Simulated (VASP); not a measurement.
Crystal: SrTiO3.

```
Sr Ti O
1.0
    -3.93640    0.00000   -3.93640
     0.00000   -3.93640   -3.93640
    -3.93640   -3.93640    0.00000
Sr Ti O
2 2 6
Direct
  0.00000 0.00000 0.00000
  0.50000 0.50000 0.50000
  0.25000 0.25000 0.25674
  0.75000 0.75000 0.74326
  0.00000 0.50000 0.00000
  0.50000 0.00000 0.50000
  0.00000 0.50000 0.50000
  0.50000 0.00000 0.00000
  0.00000 0.00000 0.50000
  0.50000 0.50000 0.00000
```

Base run:

- Program: VASP 6.6.1
- Functional: PBE
- Potentials or basis: VASP PAW PBE potentials, release 64 (Sr_sv, Ti_sv, O)
- Cutoff: 520 eV
- k mesh: 6 × 6 × 6
- Occupations: gaussian, width 0.05 eV
- Spin: no spin polarisation
- Hubbard terms: Ti d U = 4.0 eV

Its results: band gap on the k mesh 2.26 eV; pressure 4.3 GPa; largest force 1.296 eV/Å.

Question: The run is repeated on the same cell with these changes: hubbard terms from Ti d U = 4.0 eV to none; further incar settings from ALGO = Normal; EDIFF = 1e-07; NBANDS = 51 to ALGO = Normal; EDIFF = 1e-06; NBANDS = 51. What comes out?

Answer: Band gap on the k mesh 1.74 eV; pressure 0.7 GPa; largest force 1.148 eV/Å.

Caveats: forces of over 1 eV/Å act on the atoms, so gaps and moduli don't describe the material at rest; the cell stands under pressure (at least some runs).

A k mesh can miss the band edges.
